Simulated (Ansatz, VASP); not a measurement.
# BaHfO3 in VASP and in Ansatz

File INCAR:

```
PREC = Accurate
ENCUT = 520
EDIFF = 1E-6
ISMEAR = 0
SIGMA = 0.05
LREAL = False
LASPH = True
NELM = 100
ALGO = Normal
ISIF = 2
LWAVE = False
LCHARG = False
GGA = PS
NBANDS = 27
```

Contents of KPOINTS:

```
regular mesh
0
Gamma
  6 6 6
```

POSCAR

```
BaHfO3
1.0
    4.4016748754      0.0000000000      0.0000000000
    0.0000000000      4.4016748754      0.0000000000
    0.0000000000      0.0000000000      3.7421503224
Ba Hf O
1 1 3
Direct
    0.5000000000      0.5000000000      0.9964249600
    0.0000000000      0.0000000000      0.4978753300
    0.0000000000      0.5000000000      0.4988901400
    0.5000000000      0.0000000000      0.4988901400
    0.0000000000      0.0000000000      0.9979412200
```

Input for Ansatz:

```yaml
crystal:
  lattice:
    - [4.4016748754, 0.0, 0.0]
    - [0.0, 4.4016748754, 0.0]
    - [0.0, 0.0, 3.7421503224]
  atoms:
    - { symbol: Ba, position: [0.5, 0.5, 0.99642496] }
    - { symbol: Hf, position: [0.0, 0.0, 0.49787533] }
    - { symbol: O, position: [0.0, 0.5, 0.49889014] }
    - { symbol: O, position: [0.5, 0.0, 0.49889014] }
    - { symbol: O, position: [0.0, 0.0, 0.99794122] }
basis:
  ecutwfc: 420
kpoints:
  mp_grid: { grid: [6, 6, 6] }
hamiltonian:
  xc: pbesol
scf:
  occupations: { method: gaussian, width: 0.05 }
output:
  forces: true
  stress: true
  eigenvalues: true
```

Alike in both runs: task single point; functional PBEsol; k mesh 6 × 6 × 6; occupations gaussian, width 0.05 eV; no spin polarisation.

|  | VASP | Ansatz |
| --- | --- | --- |
| version | VASP 6.6.1 | Ansatz 0.2.0 |
| potentials or method | VASP PAW PBE potentials, release 64 (Ba_sv, Hf_pv, O), cutoff 520 eV | scalar-relativistic, plane waves, PAW |
| valence electrons in the cell | 38 | 54 |

```tsv
	VASP	Ansatz	Ansatz less VASP
gap on the k mesh at the Fermi level (eV)	2.66	2.57	-0.097
least direct gap on the mesh (eV)	2.66	2.57	-0.097
pressure (GPa)	6.3	6.5	+0.17
traceless stress, the component that is largest in VASP (GPa)	37.04	36.94	-0.101
rms of the force components (eV/Å)	0.009	0.008	-0.0014
```

VASP's potentials were made for PBE, not for PBEsol. Atom by atom the forces differ by 0.002 eV/Å (rms over components). VASP's potentials hold 38 valence electrons a cell and Ansatz's 54, so a difference there can come from the potentials and not from the codes.

Spin-orbit coupling is off throughout.
